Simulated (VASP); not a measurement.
# PtSe (F-43m) in VASP: further runs, part 3 of 3

VASP 6.6.1. The steps go on from the part before.

**6. Elastic constants, PBE**

Input file INCAR:

```
SYSTEM = PtSe
PREC = Accurate
ENCUT = 600
EDIFF = 1E-8
ISMEAR = -1
SIGMA = 0.05
LREAL = .FALSE.
LASPH = .TRUE.
NELM = 60
ALGO = Normal
ISIF = 3
LWAVE = .FALSE.
LCHARG = .FALSE.
GGA = PE
IBRION = 6
NFREE = 2
POTIM = 0.015
NSW = 1
```

Input file KPOINTS:

```
Automatic mesh
0
G
  6 6 6
  0 0 0
```

Input file POSCAR:

```
PtSe
1.0
    0.0000000000      3.0374472300      3.0374472300
    3.0374472300      0.0000000000      3.0374472300
    3.0374472300      3.0374472300      0.0000000000
Pt Se
1 1
Direct
    0.0000000000      0.0000000000      0.0000000000
    0.2500000000      0.2500000000      0.2500000000
```

Potentials or basis: VASP PAW PBE potentials, release 64 (Pt, Se).

Command:

```
cat potpaw_PBE.64/Pt/POTCAR potpaw_PBE.64/Se/POTCAR > POTCAR
mpirun -np 1 vasp_std > vasp.out
```

OUTCAR:

```text
SYSTEM = PtSe
   PREC = Accurate
   ENCUT = 600
   EDIFF = 1E-8
   ISMEAR = -1
   LREAL = .FALSE.
   LASPH = .TRUE.
   NELM = 60
   ISIF = 3
   GGA = PE
   IBRION = 6
   NFREE = 2
   POTIM = 0.015
   NSW = 1

 ion  position               nearest neighbor table
   1  0.000  0.000  0.000-   2 2.63   2 2.63   2 2.63   2 2.63
   2  0.250  0.250  0.250-   1 2.63   1 2.63   1 2.63   1 2.63

  LATTYP: Found a face centered cubic cell.
 ALAT       =     6.0748944600

  Lattice vectors:

 A1 = (   0.0000000000,   3.0374472300,   3.0374472300)
 A2 = (   3.0374472300,   0.0000000000,   3.0374472300)
 A3 = (   3.0374472300,   3.0374472300,   0.0000000000)

Analysis of symmetry for initial positions (statically):
=====================================================================
 Subroutine PRICEL returns:
 Original cell was already a primitive cell.

 Routine SETGRP: Setting up the symmetry group for a
 face centered cubic supercell.

 Subroutine GETGRP returns: Found 24 space group operations
 (whereof 24 operations were pure point group operations)
 out of a pool of 48 trial point group operations.

The static configuration has the point symmetry T_d .

Analysis of symmetry for dynamics (positions and initial velocities):
=====================================================================
 Subroutine PRICEL returns:
 Original cell was already a primitive cell.

 Routine SETGRP: Setting up the symmetry group for a
 face centered cubic supercell.

 Subroutine GETGRP returns: Found 24 space group operations
 (whereof 24 operations were pure point group operations)
 out of a pool of 48 trial point group operations.

The dynamic configuration has the point symmetry T_d .

 Subroutine INISYM returns: Found 24 space group operations
 (whereof 24 operations are pure point group operations),
 and found     1 'primitive' translations

----------------------------------------------------------------------------------------

                                     Primitive cell

  volume of cell :      56.0475

  direct lattice vectors                    reciprocal lattice vectors
     0.000000000  3.037447230  3.037447230    -0.164611913  0.164611913  0.164611913
     3.037447230  0.000000000  3.037447230     0.164611913 -0.164611913  0.164611913
     3.037447230  3.037447230  0.000000000     0.164611913  0.164611913 -0.164611913

  length of vectors
     4.295599068  4.295599068  4.295599068     0.285116197  0.285116197  0.285116197

  position of ions in fractional coordinates (direct lattice)
     0.000000000  0.000000000  0.000000000
     0.250000000  0.250000000  0.250000000

  ion indices of the primitive-cell ions
   primitive index   ion index
[... 294 lines left out ...]
--------------------------------------- Ionic step       17  -------------------------------------------

 number of electron      15.9999999 magnetization

 Free energy of the ion-electron system (eV)
  ---------------------------------------------------
  ext. energy  EPLUGINS =         0.00000000
  ---------------------------------------------------
  free energy    TOTEN  =        -9.13700636 eV

  energy without entropy =       -9.11695220  energy(sigma->0) =       -9.12697928

 E-fermi :   2.9887     XC(G=0):  -9.1329

 val. band max:        2.9717841767   @ k =   0.0000  -0.3333   0.3333
 cond. band min:       3.0337609916   @ k =   0.1667   0.1667   0.0000
 fundamental gap:      0.0619768149
 Fermi energy:         2.9886596276

 k-point     1 :       0.0000    0.0000    0.0000
  band No.  band energies     occupation
      1     -10.6262      2.00000
      2      -1.3713      2.00000
      3      -1.3455      2.00000
      4      -1.3191      2.00000
      5       0.8758      2.00000
      6       0.8763      2.00000
      7       3.3212      0.00258
      8       4.6447      0.00000
      9       4.6666      0.00000
     10       4.6853      0.00000
     11       9.5704      0.00000
     12       9.5713      0.00000
[... 331 lines left out ...]
 k-point    24 :       0.0000    0.5000    0.1667
  band No.  band energies     occupation
      1     -10.1650      2.00000
      2      -1.7940      2.00000
      3      -1.1102      2.00000
      4      -0.9927      2.00000
      5       0.8511      2.00000
      6       0.9952      2.00000
      7       1.2440      2.00000
      8       2.9102      1.65555
      9       3.1803      0.04237
     10       6.3783      0.00000
     11       9.3025      0.00000
     12      10.5633      0.00000

 [... further k-points ...]
[... 5 lines left out ...]
  --------------------------------------------------------------------------------------
  -------------------------------------------------------------------------------------
  Total       -3.9010192     -3.9012419     -3.9012419      0.0000000     -0.0051623      0.0000000
  in kB     -111.5147838   -111.5211493   -111.5211493      0.0000000     -0.1475695      0.0000000
  external PRESSURE =    -111.5190275 kB  Pullay stress =       0.0000000 kB
[... 17 lines left out ...]
  FREE ENERGIE OF THE ION-ELECTRON SYSTEM (eV)
  ---------------------------------------------------
  free  energy   TOTEN  =        -9.1370063614 eV

  energy  without entropy=       -9.1169521993  energy(sigma->0) =       -9.12697928

 INTERNAL STRAIN TENSORS FROM STRAINED CELLS
 ============================================

 INTERNAL STRAIN TENSOR FOR ION    1 for displacements in x,y,z  (eV/Angst):
          X           Y           Z          XY          YZ          ZX
  --------------------------------------------------------------------------------
  x    -0.00000     0.00000     0.00000    -0.00000    -0.35037    -0.00000
  y     0.00000     0.00000     0.00000    -0.00000    -0.00000    -0.35030
  z     0.00000     0.00000     0.00000    -0.34981    -0.00000    -0.00000

 INTERNAL STRAIN TENSORS FROM DISPLACED ATOMS
 ============================================

 INTERNAL STRAIN TENSOR FOR ION    1 for displacements in x,y,z  (eV/Angst):
          X           Y           Z          XY          YZ          ZX
  --------------------------------------------------------------------------------
  x     0.00000     0.00000     0.00000     0.00000    -0.34745     0.00000
  y     0.00000     0.00000     0.00000     0.00000     0.00000    -0.34745
  z     0.00000     0.00000     0.00000    -0.34745     0.00000     0.00000

 INTERNAL STRAIN TENSOR FOR ION    2 for displacements in x,y,z  (eV/Angst):
          X           Y           Z          XY          YZ          ZX
  --------------------------------------------------------------------------------
  x    -0.00000    -0.00000    -0.00000     0.00000     0.34322     0.00000
  y     0.00000    -0.00000     0.00000     0.00000     0.00000     0.34322
  z    -0.00000    -0.00000    -0.00000     0.34322     0.00000     0.00000

 Eigenvectors and eigenvalues of the dynamical matrix
 ----------------------------------------------------

   1 f  =    3.001300 THz    18.857727 2PiTHz  100.112606 cm-1    12.412376 meV
             X         Y         Z           dx          dy          dz
      0.000000  0.000000  0.000000    -0.536869    0.000000    0.000000
      1.518724  1.518724  1.518724     0.843666    0.000000    0.000000
[... 21 lines left out ...]
   6 f/i=    0.000314 THz     0.001974 2PiTHz    0.010477 cm-1     0.001299 meV
             X         Y         Z           dx          dy          dz
      0.000000  0.000000  0.000000    -0.843666    0.000000    0.000000
      1.518724  1.518724  1.518724    -0.536869    0.000000    0.000000

--------------------------------------------------------------------------------------------------------

 ELASTIC MODULI CONTR FROM IONIC RELAXATION (kBar)
 Direction    XX          YY          ZZ          XY          YZ          ZX
 --------------------------------------------------------------------------------
 XX          -0.0000     -0.0000     -0.0000      0.0000      0.0000     -0.0000
 YY          -0.0000     -0.0000     -0.0000      0.0000      0.0000      0.0000
 ZZ          -0.0000     -0.0000     -0.0000      0.0000      0.0000     -0.0000
 XY           0.0000      0.0000      0.0000     -1.6454      0.0000      0.0000
 YZ           0.0000      0.0000      0.0000      0.0000     -1.6454      0.0000
 ZX          -0.0000      0.0000     -0.0000      0.0000      0.0000     -1.6454
 --------------------------------------------------------------------------------

 TOTAL ELASTIC MODULI (kBar)
 Direction    XX          YY          ZZ          XY          YZ          ZX
 --------------------------------------------------------------------------------
 XX         521.1756    322.0990    322.0990      0.0000      0.0000     -0.0000
 YY         322.0990    521.1756    322.0990     -0.0000     -0.0000      0.0000
 ZZ         322.0990    322.0990    521.1756      0.0000     -0.0000      0.0000
 XY           0.0000     -0.0000      0.0000     46.8181      0.0000      0.0000
 YZ           0.0000     -0.0000     -0.0000      0.0000     46.8181     -0.0000
 ZX          -0.0000      0.0000      0.0000      0.0000     -0.0000     46.8181
 --------------------------------------------------------------------------------
```

OSZICAR:

```text
N       E                     dE             d eps       ncg     rms          rms(c)
DAV:   1     0.807963521364E+02    0.80796E+02   -0.75972E+03   392   0.127E+03
DAV:   2    -0.566937814057E+01   -0.86466E+02   -0.79694E+02   464   0.212E+02
DAV:   3    -0.929943692559E+01   -0.36301E+01   -0.35534E+01   460   0.461E+01
[... 215 lines left out ...]
DAV:   3    -0.913700183980E+01   -0.60944E-07   -0.12529E-04  1192   0.935E-02    0.448E-02
DAV:   4    -0.913700599846E+01   -0.41587E-05   -0.13080E-05  1356   0.316E-02    0.105E-02
DAV:   5    -0.913700631943E+01   -0.32096E-06   -0.17153E-06  1292   0.121E-02    0.382E-03
DAV:   6    -0.913700634580E+01   -0.26371E-07   -0.29476E-07  1352   0.476E-03    0.765E-04
DAV:   7    -0.913700636038E+01   -0.14580E-07   -0.33735E-08  1284   0.142E-03    0.305E-04
DAV:   8    -0.913700636138E+01   -0.10011E-08   -0.23468E-09   836   0.381E-04
  17 F= -.91370064E+01 E0= -.91269793E+01  d E =-.200542E-01
```

Wall time 11 min (1 thread of Intel Xeon Platinum 8488C (Sapphire Rapids), shared host); peak memory 0.28 GiB.

Results:

```yaml
Elastic_constants_C11_C12_C44: 52, 32, 5 GPa
Voigt_bulk_modulus: 39 GPa
Highest_phonon_frequency_at_Γ_LO-TO_splitting_left_out: 100 cm⁻¹
```

Phonon frequencies in cm⁻¹ (negative: imaginary):
```
              q point        frequencies
(0.000, 0.000, 0.000)  0 0 0 100 100 100
```

Elastic tensor in Voigt notation (GPa, in the Cartesian axes of the cell as first typed):
```
52 32 32  0  0  0
32 52 32  0  0  0
32 32 52  0  0  0
 0  0  0  5  0  0
 0  0  0  0  5  0
 0  0  0  0  0  5
```

Clamped-ion elastic tensor (GPa):
```
52 32 32  0  0  0
32 52 32  0  0  0
32 32 52  0  0  0
 0  0  0  5  0  0
 0  0  0  0  5  0
 0  0  0  0  0  5
```

Caveat: the cell is under stress, which shifts elastic constants; spin-orbit coupling is left out, which moves the levels of the heavy elements.

**7. Summary**

```csv
task,level,spin,U,k mesh,cutoff (eV),smearing,ions in elastic constants,gap on the mesh (eV),pressure (GPa),moment (μB)
single point,PBE+U,"collinear, zero start",Pt d U = 4.0 eV,5 × 5 × 5,520,gaussian 0.05 eV,-,none,-11.9,0.00
single point,PBE+U,"collinear, ferromagnetic start",Pt d U = 2.0 eV,5 × 5 × 5,520,gaussian 0.05 eV,-,none,-11.3,0.01
vibrations by perturbation theory,PBE,off,-,8 × 8 × 8,520,fermi-dirac 0.05 eV,-,-,-,-
vibrations by perturbation theory,PBEsol,off,-,8 × 8 × 8,520,fermi-dirac 0.05 eV,-,-,-,-
elastic constants,PBE,off,-,6 × 6 × 6,600,fermi-dirac 0.05 eV,relaxed,-,-,-
```

Alike in all rows: potentials or basis VASP PAW PBE potentials, release 64 (Pt, Se); cell as given.

Caveats: spin-orbit coupling is left out, which moves the levels of the heavy elements; the cell wasn't relaxed at this level first, which shifts response properties (some runs); the PAW data sets were made with another functional, which shifts forces and pressure a little (some runs); the cell is under stress, which shifts elastic constants (some runs).

Absolute energies hang on the potentials; compare differences alone.
